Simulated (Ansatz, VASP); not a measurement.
BaTiO3: VASP beside Ansatz

```
Ba Ti O
1.0
     2.86037    1.65144    2.34605
    -2.86037    1.65144    2.34605
     0.00000   -3.30287    2.34605
Ba Ti O
1 1 3
Direct
  0.00268 0.00268 0.00268
  0.43990 0.43990 0.53073
  0.49032 0.49032 0.98258
  0.49032 0.98258 0.49032
  0.98258 0.49032 0.49032
```

Alike in both runs: task single point; functional PBE; k mesh 6 × 6 × 6; occupations gaussian, width 0.05 eV; no spin polarisation; Hubbard terms Ti d U = 4.0 eV.

```csv
,VASP,Ansatz
version,VASP 6.6.1,Ansatz 0.2.0
potentials or method,"VASP PAW PBE potentials, release 64 (Ba_sv, Ti_sv, O), cutoff 520 eV","scalar-relativistic, plane waves, PAW"
valence electrons in the cell,40,40
```

```csv
,VASP,Ansatz,Ansatz less VASP
gap on the k mesh at the Fermi level (eV),3.14,3.14,-0.002
least direct gap on the mesh (eV),3.68,3.67,-0.017
pressure (GPa),6.3,2.6,-3.67
"traceless stress, the component that is largest in VASP (GPa)",2.58,3.21,+0.629
rms of the force components (eV/Å),0.862,0.711,-0.1511
```

The programs project onto different local orbitals, so the same U acts differently, and such runs can settle in different states. Atom by atom the forces differ by 0.298 eV/Å (rms over components).

Neither program's run includes spin-orbit coupling.
